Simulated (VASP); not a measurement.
# LiSi2Ni6 (P6/mmm) in VASP: a series of runs

LiSi2Ni6 is run at these levels: PBE; tasks: single point.

Program: VASP 6.6.1. These are calculated values, not measurements. Logs are shortened: lines on timing, memory, paths and dates and some standing lists are left out, and cuts for length are marked.

## (1) The cell of the first run

Symmetry: P6/mmm, No. 191, hexagonal system. The conventional cell has a = 3.980 Å, b = 3.980 Å, c = 7.395 Å, α = 90.00°, β = 90.00°, γ = 120.00°. Within 3.2 Å of Li (site symmetry 6/mmm) lie 2 Si at 2.42 Å and 12 Ni at 2.62 Å. Within 3.2 Å of Si (site symmetry 6mm) lie 1 Li at 2.42 Å and 1 Si at 2.56 Å and 12 Ni at 2.57 to 2.63 Å. Within 3.0 Å of Ni (site symmetry 3m) lie 5 Ni at 2.30 to 2.54 Å and 3 Si at 2.57 Å and 3 Li at 2.62 Å. Within 3.0 Å of Ni (site symmetry -6m2) lie 5 Ni at 2.30 to 2.43 Å and 6 Si at 2.63 Å.

## (2) Single point, PBE, collinear spin, ferrimagnetic start

INCAR

```
PREC     = Accurate       # precision mode
ENCUT    = 520            # plane-wave cutoff, eV
EDIFF    = 1E-6           # SCF threshold, eV
ISMEAR   = 0              # smearing method
SIGMA    = 0.1            # smearing width, eV
LREAL    = False          # projectors in reciprocal space
LASPH    = True           # aspherical terms in the spheres
NELM     = 150            # most SCF steps
ALGO     = Fast           # electronic algorithm
ISIF     = 2              # what is computed and relaxed
LWAVE    = False          # write WAVECAR
LCHARG   = False          # write CHGCAR
ISPIN    = 2              # spin polarisation
MAGMOM   = 0 0 0 -2 -2 2 -2 -2 2 # initial moments
LORBIT   = 11             # projections on sites
LMAXMIX  = 4              # l up to which the mixer works
GGA      = PE             # functional
NBANDS   = 50             # bands
```

KPOINTS

```
regular mesh
0
Gamma
  6 6 2
```

POSCAR

```
LiSi2Ni6
1.0
    3.9795341066      0.0000000034      0.0000000000
   -1.9897670562      3.4463776298      0.0000000000
    0.0000000000      0.0000000000      7.3950652924
Li Si Ni
1 2 6
Direct
    0.0000000000      0.0000000000      0.0000001876
    0.0000000000      0.0000000000      0.3267027046
    0.0000000000      0.0000000000      0.6732973053
    0.3333333333      0.6666666667      0.1714100241
    0.3333333333      0.6666666667      0.4999999596
    0.3333333333      0.6666666667      0.8285899176
    0.6666666667      0.3333333333      0.1714100241
    0.6666666667      0.3333333333      0.4999999596
    0.6666666667      0.3333333333      0.8285899176
```

Potentials or basis: VASP PAW PBE potentials, release 64 (Li_sv, Si, Ni).

Run with:

```sh
> cat potpaw_PBE.64/Li_sv/POTCAR potpaw_PBE.64/Si/POTCAR potpaw_PBE.64/Ni/POTCAR > POTCAR
> mpirun -np 1 vasp_std > vasp.out
```

OUTCAR:

```text
PREC = Accurate
   ENCUT = 520
   EDIFF = 1E-6
   ISMEAR = 0
   LREAL = False
   LASPH = True
   NELM = 150
   ISIF = 2
   ISPIN = 2
   LORBIT = 11
   GGA = PE

 ion  position               nearest neighbor table
   1  0.000  0.000  0.000-   2 2.42   3 2.42   4 2.62   7 2.62   4 2.62   7 2.62   7 2.62   4 2.62
                             6 2.62   9 2.62   9 2.62   6 2.62   9 2.62   6 2.62
   2  0.000  0.000  0.327-   1 2.42   3 2.56   4 2.57   7 2.57   4 2.57   7 2.57   7 2.57   4 2.57
                             5 2.63   8 2.63   8 2.63   5 2.63   8 2.63   5 2.63
   3  0.000  0.000  0.673-   1 2.42   2 2.56   6 2.57   9 2.57   6 2.57   9 2.57   9 2.57   6 2.57
                             8 2.63   5 2.63   5 2.63   8 2.63   5 2.63   8 2.63
   4  0.333  0.667  0.171-   7 2.30   7 2.30   7 2.30   5 2.43   6 2.54   2 2.57   2 2.57   2 2.57
                             1 2.62   1 2.62   1 2.62
   5  0.333  0.667  0.500-   8 2.30   8 2.30   8 2.30   4 2.43   6 2.43   2 2.63   2 2.63   2 2.63
                             3 2.63   3 2.63   3 2.63
   6  0.333  0.667  0.829-   9 2.30   9 2.30   9 2.30   5 2.43   4 2.54   3 2.57   3 2.57   3 2.57
                             1 2.62   1 2.62   1 2.62
   7  0.667  0.333  0.171-   4 2.30   4 2.30   4 2.30   8 2.43   9 2.54   2 2.57   2 2.57   2 2.57
                             1 2.62   1 2.62   1 2.62
   8  0.667  0.333  0.500-   5 2.30   5 2.30   5 2.30   7 2.43   9 2.43   2 2.63   2 2.63   2 2.63
                             3 2.63   3 2.63   3 2.63
   9  0.667  0.333  0.829-   6 2.30   6 2.30   6 2.30   8 2.43   7 2.54   3 2.57   3 2.57   3 2.57
                             1 2.62   1 2.62   1 2.62

  LATTYP: Found a hexagonal cell.
 ALAT       =     3.9795341066
 C/A-ratio  =     1.8582741332

  Lattice vectors:

 A1 = (   3.9795341066,   0.0000000034,   0.0000000000)
 A2 = (  -1.9897670562,   3.4463776298,   0.0000000000)
 A3 = (   0.0000000000,   0.0000000000,   7.3950652924)

Analysis of symmetry for initial positions (statically):
=====================================================================
 Subroutine PRICEL returns:
 Original cell was already a primitive cell.

 Routine SETGRP: Setting up the symmetry group for a
 hexagonal supercell.

 Subroutine GETGRP returns: Found 24 space group operations
 (whereof 24 operations were pure point group operations)
 out of a pool of 24 trial point group operations.

The static configuration has the point symmetry D_6h.

Analysis of symmetry for dynamics (positions and initial velocities):
=====================================================================
 Subroutine PRICEL returns:
 Original cell was already a primitive cell.

 Routine SETGRP: Setting up the symmetry group for a
 hexagonal supercell.

 Subroutine GETGRP returns: Found 24 space group operations
 (whereof 24 operations were pure point group operations)
 out of a pool of 24 trial point group operations.

The dynamic configuration has the point symmetry D_6h.

Analysis of structural, dynamic, and magnetic symmetry:
=====================================================================
 Subroutine PRICEL returns:
 Original cell was already a primitive cell.

 Routine SETGRP: Setting up the symmetry group for a
 hexagonal supercell.

 Subroutine GETGRP returns: Found 12 space group operations
 (whereof 12 operations were pure point group operations)
 out of a pool of 24 trial point group operations.

The overall configuration has the point symmetry C_6v.

 Subroutine INISYM returns: Found 12 space group operations
 (whereof 12 operations are pure point group operations),
 and found     1 'primitive' translations

----------------------------------------------------------------------------------------

                                     Primitive cell

  volume of cell :     101.4232

  direct lattice vectors                    reciprocal lattice vectors
     3.979534107  0.000000003  0.000000000     0.251285696  0.145079865  0.000000000
    -1.989767056  3.446377630  0.000000000    -0.000000000  0.290159729  0.000000000
     0.000000000  0.000000000  7.395065292     0.000000000  0.000000000  0.135225310

  length of vectors
     3.979534107  3.979534107  7.395065292     0.290159729  0.290159729  0.135225310

  position of ions in fractional coordinates (direct lattice)
[... 75 lines left out ...]
   ICHARG =      2    charge: 1-file 2-atom 10-const
   ISPIN  =      2    spin polarized calculation?
   LNONCOLLINEAR =      F non collinear calculations
   LSORBIT =      F    spin-orbit coupling
   LASPH  =      T    aspherical Exc in radial PAW
   ENCUT  =  520.0 eV  38.22 Ry    6.18 a.u.   7.40  7.40 13.75*2*pi/ulx,y,z
   NELM   =    150;   NELMIN=  2; NELMDL= -5     # of ELM steps
   EDIFF  = 0.1E-05   stopping-criterion for ELM
   LREAL  =      F    real-space projection
   EDIFFG = 0.1E-04   stopping-criterion for IOM
   NSW    =      0    number of steps for IOM
   IBRION =     -1    ionic relax: 0-MD 1-quasi-New 2-CG
   NFREE  =      0    steps in history (QN), initial steepest desc. (CG)
   ISIF   =      2    stress and relaxation
   ISYM   =      2    0-nonsym 1-usesym 2-fastsym
   POTIM  = 0.5000    time-step for ionic-motion
   TEBEG  =    0.0;   TEEND  =   0.0 temperature during run
   PSTRESS=    0.0 pullay stress
   NELECT =      71.0000    total number of electrons
   NUPDOWN=      -1.0000    fix difference up-down
   EMIN   =  10.00;   EMAX   =-10.00  energy-range for DOS
   EFERMI =   0.00;   METHOD = LEGACY
   ISMEAR =     0;   SIGMA  =   0.10  broadening in eV -4-tet -1-fermi 0-gaus
   EFERMI_NEDOS =   21; number of points for ismear=-14 and -15
   IALGO  =     68    algorithm
   IMIX   =      4    mixing-type and parameters
     AMIX     =   0.40;   BMIX     =  1.00
     AMIX_MAG =   1.60;   BMIX_MAG =  1.00
  volume/ion in A,a.u.               =      11.27        76.05
  Fermi-wavevector in a.u.,A,eV,Ry     =   1.453612  2.746929 28.748955  2.112989
  Thomas-Fermi vector in A             =   2.570859
   LORBIT       =     11    0 simple, 1 ext, 2 COOP (PROOUT), +10 PAW based schemes
   GGA     = PE    functional components
   LHFCALC =     F    Hartree Fock is set to
   AEXX    =    0.0000 exact exchange contribution
   IVDW    =     0    specifies the selected vdW correction
   LEPSILON=     F    determine dielectric tensor
   LRPA    =     F    only Hartree local field effects (RPA)
 spin polarized calculation
 RMM-DIIS sequential band-by-band and
 Gauss-broadening in eV      SIGMA  =   0.10
  energy-cutoff  :      520.00
  volume of cell :      101.42
 maximum number of plane-waves:      2776
 NGX is ok and might be reduce to    30
   NGX = 15   NGY = 15   NGZ = 27

 number of electron      70.9999996 magnetization       0.0010820

 number of electron      70.9999996 magnetization      -0.0018733

 Free energy of the ion-electron system (eV)
  ---------------------------------------------------
  ext. energy  EPLUGINS =         0.00000000
  ---------------------------------------------------
  free energy    TOTEN  =       -46.76533605 eV

  energy without entropy =      -46.72953148  energy(sigma->0) =      -46.74743376

 E-fermi :   9.2572     XC(G=0): -12.3866

 val. band max:        9.2532078303   @ k =   0.5000  -0.0000   0.0000
 cond. band min:       9.3142994652   @ k =   0.1667   0.1667   0.5000
 fundamental gap:      0.0610916349
 Fermi energy:         9.2571796420

 spin component 1

 k-point     1 :       0.0000    0.0000    0.0000
  band No.  band energies     occupation
      1     -35.5970      1.00000
      2      -2.4580      1.00000
      3      -0.0756      1.00000
      4       2.3742      1.00000
      5       5.0959      1.00000
      6       5.0959      1.00000
[... 689 lines left out ...]
     46      16.7844      0.00000
     47      17.2834      0.00000
 Fermi energy:         9.2571796420

 spin component 2

 k-point     1 :       0.0000    0.0000    0.0000
  band No.  band energies     occupation
      1     -35.5970      1.00000
      2      -2.4580      1.00000
      3      -0.0756      1.00000
      4       2.3742      1.00000
      5       5.0958      1.00000
      6       5.0958      1.00000
[... 689 lines left out ...]
     46      16.7855      0.00000
     47      17.2834      0.00000
 [bands above 47 left out]

------------------------ aborting loop because EDIFF is reached ----------------------------------------

  FORCE on cell =-STRESS in cart. coord.  units (eV):
  Direction    XX          YY          ZZ          XY          YZ          ZX
  --------------------------------------------------------------------------------------
  -------------------------------------------------------------------------------------
  Total       -0.2343373     -0.2343373     -0.0577432     -0.0000000     -0.0000000      0.0000000
  in kB       -3.7018168     -3.7018168     -0.9121663     -0.0000000     -0.0000000      0.0000000
  external PRESSURE =      -2.7719333 kB  Pullay stress =       0.0000000 kB

 VOLUME and BASIS-vectors are now :
 -----------------------------------------------------------------------------
  energy-cutoff  :      520.00
  volume of cell :      101.42
      direct lattice vectors                 reciprocal lattice vectors
     3.979534107  0.000000003  0.000000000     0.251285696  0.145079865  0.000000000
    -1.989767056  3.446377630  0.000000000    -0.000000000  0.290159729  0.000000000
     0.000000000  0.000000000  7.395065292     0.000000000  0.000000000  0.135225310

 POSITION                                       TOTAL-FORCE (eV/Angst)
 -----------------------------------------------------------------------------------
      0.00000      0.00000      0.00000        -0.000000      0.000000     -0.000013
      0.00000      0.00000      2.41599        -0.000000     -0.000000      0.021875
      0.00000      0.00000      4.97908        -0.000000      0.000000     -0.021811
     -0.00000      2.29759      1.26759        -0.000000     -0.000000      0.003342
     -0.00000      2.29759      3.69753         0.000000     -0.000000     -0.000014
     -0.00000      2.29759      6.12748         0.000000     -0.000000     -0.003354
      1.98977      1.14879      1.26759         0.000000      0.000000      0.003342
      1.98977      1.14879      3.69753        -0.000000      0.000000     -0.000014
      1.98977      1.14879      6.12748         0.000000      0.000000     -0.003354
 -----------------------------------------------------------------------------------
    total drift:                                0.000000      0.000000      0.000044

  FREE ENERGIE OF THE ION-ELECTRON SYSTEM (eV)
  ---------------------------------------------------
  free  energy   TOTEN  =       -46.7653360509 eV

  energy  without entropy=      -46.7295314753  energy(sigma->0) =      -46.74743376

 total charge

# of ion       s       p       d       tot
------------------------------------------
    1        2.042   0.095   0.000   2.137
    2        0.709   0.811   0.000   1.520
    3        0.709   0.811   0.000   1.520
    4        0.495   0.474   8.412   9.381
    5        0.476   0.515   8.460   9.450
    6        0.495   0.474   8.412   9.381
    7        0.495   0.474   8.412   9.381
    8        0.476   0.515   8.460   9.450
    9        0.495   0.474   8.412   9.381
--------------------------------------------------
tot          6.392   4.642  50.567  61.601

 magnetization (x)

# of ion       s       p       d       tot
------------------------------------------
    1        0.000   0.000   0.000   0.000
    2       -0.000   0.000   0.000  -0.000
    3        0.000  -0.000   0.000   0.000
    4        0.000   0.000  -0.058  -0.058
    5        0.000   0.000   0.000   0.000
    6       -0.000  -0.000   0.057   0.057
    7        0.000   0.000  -0.058  -0.058
    8        0.000   0.000   0.000   0.000
    9       -0.000  -0.000   0.057   0.057
--------------------------------------------------
tot          0.000   0.000  -0.002  -0.002
```

It took 3.6 min on 1 thread of Intel Xeon Platinum 8488C (Sapphire Rapids), shared host; peak memory 0.31 GiB.

What came out:

```
Free energy                                           : -46.7653 eV
Largest force                                         : 0.022 eV/Å
Net moment                                            : 0.00 μB per cell
Site moments                                          : Li +0.00; Si -0.00, +0.00; Ni -0.06, +0.00, +0.06 (each value once) μB
Valence electrons inside the program's atomic spheres : Li 2.14; Si 1.52; Ni 9.38, 9.45 (each value once)
```

Forces in eV/Å, atoms in the order of the input:
```
Li   0.000  0.000  0.000
Si   0.000  0.000  0.022
Si   0.000  0.000 -0.022
Ni   0.000  0.000  0.003
Ni   0.000  0.000  0.000
Ni   0.000  0.000 -0.003
Ni   0.000  0.000  0.003
Ni   0.000  0.000  0.000
Ni   0.000  0.000 -0.003
```

Caveat: the k points lie up to 0.42 Å⁻¹ apart; the cutoff is under 1.25 times the usual one of these potentials, so pressure, stress and relaxed cells hold a basis-set (Pulay) error.

## (3) Single point, PBE, collinear spin, ferrimagnetic start

This run uses another cell than the first one, of 12.02 Å³/atom.

INCAR

```
SYSTEM = LiSi2Ni6
ALGO     = Normal         ! electronic algorithm
EDIFF    = 1E-6           ! SCF threshold, eV
ENCUT    = 520            ! plane-wave cutoff, eV
GGA      = PE             ! functional
ISIF     = 2              ! what is computed and relaxed
ISMEAR   = 0              ! smearing method
ISPIN    = 2              ! spin polarisation
LASPH    = .TRUE.         ! aspherical terms in the spheres
LCHARG   = .TRUE.         ! write CHGCAR
LELF     = .TRUE.         ! ELF
LMAXMIX  = 4              ! l up to which the mixer works
LORBIT   = 11             ! projections on sites
LREAL    = .FALSE.        ! projectors in reciprocal space
LVHAR    = .TRUE.       
LWAVE    = .FALSE.        ! write WAVECAR
MAGMOM   = 0 0 0 -2 -2 2 -2 -2 2 ! initial moments
NBANDS   = 50             ! bands
NELM     = 150            ! most SCF steps
PREC     = Accurate       ! precision mode
SIGMA    = 0.1            ! smearing width, eV
```

KPOINTS

```
k-points
0
G
  6 6 2
  0 0 0
```

POSCAR

```
LiSi2Ni6
1.0
    3.3784810100      0.0000000000      0.0000000000
   -1.6892405100      2.9258503800      0.0000000000
    0.0000000000      0.0000000000     10.9462784800
Li Si Ni
1 2 6
Direct
    0.0000000000      0.0000000000      0.0000000000
    0.0000000000      0.0000000000      0.3333333300
    0.0000000000      0.0000000000      0.6666666700
    0.3333333300      0.6666666700      0.1666666700
    0.3333333300      0.6666666700      0.5000000000
    0.3333333300      0.6666666700      0.8333333300
    0.6666666700      0.3333333300      0.1666666700
    0.6666666700      0.3333333300      0.5000000000
    0.6666666700      0.3333333300      0.8333333300
```

Potentials or basis: VASP PAW PBE potentials, release 64 (Li_sv, Si, Ni).

Run with:

```sh
> cat potpaw_PBE.64/Li_sv/POTCAR potpaw_PBE.64/Si/POTCAR potpaw_PBE.64/Ni/POTCAR > POTCAR
> mpirun -np 1 vasp_std > vasp.out
```

OUTCAR:

```text
SYSTEM = LiSi2Ni6
   EDIFF = 1E-6
   ENCUT = 520
   GGA = PE
   ISIF = 2
   ISMEAR = 0
   ISPIN = 2
   LASPH = .TRUE.
   LORBIT = 11
   LREAL = .FALSE.
   NELM = 150
   PREC = Accurate

 ion  position               nearest neighbor table
   1  0.000  0.000  0.000-   4 2.67   6 2.67   7 2.67   9 2.67   7 2.67   9 2.67   4 2.67   6 2.67
                             7 2.67   9 2.67   4 2.67   6 2.67
   2  0.000  0.000  0.333-   4 2.67   7 2.67   7 2.67   4 2.67   7 2.67   4 2.67   5 2.67   8 2.67
                             8 2.67   5 2.67   5 2.67   8 2.67
   3  0.000  0.000  0.667-   6 2.67   9 2.67   9 2.67   6 2.67   9 2.67   6 2.67   8 2.67   5 2.67
                             5 2.67   8 2.67   8 2.67   5 2.67
   4  0.333  0.667  0.167-   7 1.95   7 1.95   7 1.95   2 2.67   2 2.67   2 2.67   1 2.67   1 2.67
                             1 2.67
   5  0.333  0.667  0.500-   8 1.95   8 1.95   8 1.95   2 2.67   3 2.67   3 2.67   2 2.67   3 2.67
                             2 2.67
   6  0.333  0.667  0.833-   9 1.95   9 1.95   9 1.95   3 2.67   3 2.67   3 2.67   1 2.67   1 2.67
[... 1656 lines left out ...]
    total drift:                                0.000000      0.000000      0.000006

  FREE ENERGIE OF THE ION-ELECTRON SYSTEM (eV)
  ---------------------------------------------------
  free  energy   TOTEN  =       -37.4022844083 eV

  energy  without entropy=      -37.3726282148  energy(sigma->0) =      -37.38745631

 total charge

# of ion       s       p       d       tot
------------------------------------------
    1        2.031   0.066   0.000   2.098
    2        0.779   0.686   0.000   1.466
    3        0.779   0.686   0.000   1.466
    4        0.648   0.584   8.549   9.780
    5        0.626   0.635   8.577   9.837
    6        0.648   0.584   8.549   9.780
    7        0.648   0.584   8.549   9.780
    8        0.626   0.635   8.577   9.837
    9        0.648   0.584   8.549   9.780
--------------------------------------------------
tot          7.432   5.044  51.348  63.823

 magnetization (x)

# of ion       s       p       d       tot
------------------------------------------
    1        0.000   0.000   0.000   0.000
    2        0.000   0.000   0.000   0.000
    3        0.000   0.000   0.000   0.000
    4        0.000   0.000   0.000   0.000
    5       -0.000  -0.000   0.000   0.000
    6       -0.000   0.000  -0.000  -0.000
    7        0.000   0.000   0.000   0.000
    8       -0.000  -0.000   0.000   0.000
    9       -0.000   0.000  -0.000  -0.000
--------------------------------------------------
tot          0.000   0.000  -0.000   0.000
```

stdout:

```text
POSCAR found type information on POSCAR LiSiNi
 POSCAR found :  3 types and       9 ions
 scaLAPACK will be used
 LDA part: xc-table for (Slater+PW92), standard interpolation
 POSCAR, INCAR and KPOINTS ok, starting setup
 FFT: planning ... GRIDC
 FFT: planning ... GRID_SOFT
 FFT: planning ... GRID
 WAVECAR not read
 entering main loop
```

Run time: 3.1 min. Hardware: 1 thread of Intel Xeon Platinum 8488C (Sapphire Rapids), shared host; peak memory 0.35 GiB.

What came out:

- Free energy: -37.4023 eV
- Largest force: 0.928 eV/Å
- Net moment: 0.00 μB per cell
- Valence electrons inside the program's atomic spheres: Li 2.10; Si 1.47; Ni 9.78, 9.84 (each value once)

Forces on the atoms (eV/Å):
```
Li   0.000  0.000  0.000
Si   0.000  0.000 -0.625
Si   0.000  0.000  0.625
Ni   0.000  0.000  0.928
Ni   0.000  0.000  0.000
Ni   0.000  0.000 -0.928
Ni   0.000  0.000  0.928
Ni   0.000  0.000  0.000
Ni   0.000  0.000 -0.928
```

Caveat: the cutoff is under 1.25 times the usual one of these potentials, so pressure, stress and relaxed cells hold a basis-set (Pulay) error; the moments typed at the start vanished in this run.
